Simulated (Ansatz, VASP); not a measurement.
## GePt: VASP beside Ansatz

```
Ge Pt
1.0
     5.72937    0.00000    0.00000
     0.00000    3.71857    0.00000
     0.00000    0.00000    6.07540
Ge Pt
4 4
Direct
  0.18481 0.25000 0.58906
  0.31519 0.75000 0.08906
  0.68481 0.25000 0.91094
  0.81519 0.75000 0.41094
  0.00070 0.25000 0.19099
  0.49930 0.75000 0.69099
  0.50070 0.25000 0.30901
  0.99930 0.75000 0.80901
```

Alike in both runs: functional PBEsol; k mesh 5 × 8 × 5; occupations fermi-dirac, width 0.1 eV; no spin polarisation.

Ansatz relaxed the structure, and its values are those at the end. VASP's run is a single point on that final structure, the one shown.

```csv
,VASP,Ansatz
version,VASP 6.6.1,Ansatz 0.2.0
potentials or method,"VASP PAW PBE potentials, release 64 (Ge_d, Pt), cutoff 520 eV",PAW plane waves
valence electrons in the cell,96,128
```

VASP gave:

```
gap on the k mesh at the Fermi level (eV) : none
pressure (GPa)                            : 0.0
rms of the force components (eV/Å)        : 0.005
```

Question: What did Ansatz give for the same quantities?

Answer: gap on the k mesh at the Fermi level (eV): none; pressure (GPa): 0.0; rms of the force components (eV/Å): 0.004.

VASP's potentials were made for PBE, not for PBEsol, and Ansatz warns of the same on its side. A gap of «none» marks a metal or a gap that the smearing closes. VASP's potentials hold 96 valence electrons a cell and Ansatz's 128, so a difference there can come from the potentials and not from the codes.

Neither program's run includes spin-orbit coupling.
